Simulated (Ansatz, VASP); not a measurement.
**Cd3TeSe2: VASP beside Ansatz**

```
Cd Te Se
1.0
     7.05488    0.00000    0.00000
    -3.52744    6.10970    0.00000
     0.00000    0.00000    3.83238
Cd Te Se
3 1 2
Direct
  0.50000 0.50000 0.50000
  0.50000 0.00000 0.50000
  0.00000 0.50000 0.50000
  0.00000 0.00000 0.50000
  0.66667 0.33333 0.00000
  0.33333 0.66667 0.00000
```

Change from the starting cell: species swapped into the ErCo3Ge2 type (P6mm, No. 183).

Alike in both runs: functional PBE; k mesh 6 × 6 × 10; occupations gaussian, width 0.1 eV; no spin polarisation.

Ansatz relaxed the structure, and its values are those at the end. VASP's run is a single point on that final structure, the one shown.

```csv
,VASP,Ansatz
version,VASP 6.6.1,Ansatz 0.2.0
potentials or method,"VASP PAW PBE potentials, release 64 (Cd, Te, Se), cutoff 520 eV","scalar-relativistic, plane waves, PAW"
valence electrons in the cell,54,108
```

VASP gave:

| Quantity | Value |
| --- | --- |
| gap on the k mesh at the Fermi level (eV) | none |
| pressure (GPa) | 0.3 |

What did Ansatz give for the same quantities?

gap on the k mesh at the Fermi level (eV): none; pressure (GPa): 0.0.

A gap of «none» marks a metal or a gap that the smearing closes. VASP's potentials hold 54 valence electrons a cell and Ansatz's 108, so a difference there can come from the potentials and not from the codes.

Neither program's run includes spin-orbit coupling.
